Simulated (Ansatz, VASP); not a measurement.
## GdN: VASP beside Ansatz

```
Gd N
1.0
     2.99355    0.00000    0.00000
     0.00000    2.99355    0.00000
     0.00000    0.00000    2.99355
Gd N
1 1
Cartesian
  0.0000 0.0000 0.0000
  1.4968 1.4968 1.4968
```

Alike in both runs: task single point; functional PBE; k mesh 6 × 6 × 6; occupations gaussian, width 0.05 eV; non-collinear spin, spin-orbit coupling; Hubbard terms Gd f U = 2.0 eV.

|  | VASP | Ansatz |
| --- | --- | --- |
| version | VASP 6.6.1 | Ansatz 0.2.0 |
| potentials or method | VASP PAW PBE potentials, release 64 (Gd, N), cutoff 520 eV | plane waves, PAW |
| valence electrons in the cell | 23 | 23 |

VASP gave:

| Property | Result |
| --- | --- |
| pressure (GPa) | 9.9 |
| traceless stress, the component that is largest in VASP (GPa) | 0.05 |
| net moment per atom (μB) | 3.47 |

Which values does Ansatz return?

Pressure (GPa): 7.0; traceless stress, the component that is largest in VASP (GPa): 0.06; net moment per atom (μB): 3.46.

The programs project onto different local orbitals, so the same U acts differently, and such runs can settle in different states. Ansatz's warnings: filled band counts differ across k points, specified occupation not kept, stress scf threshold loose, symmetry narrowed by occupation matrices.
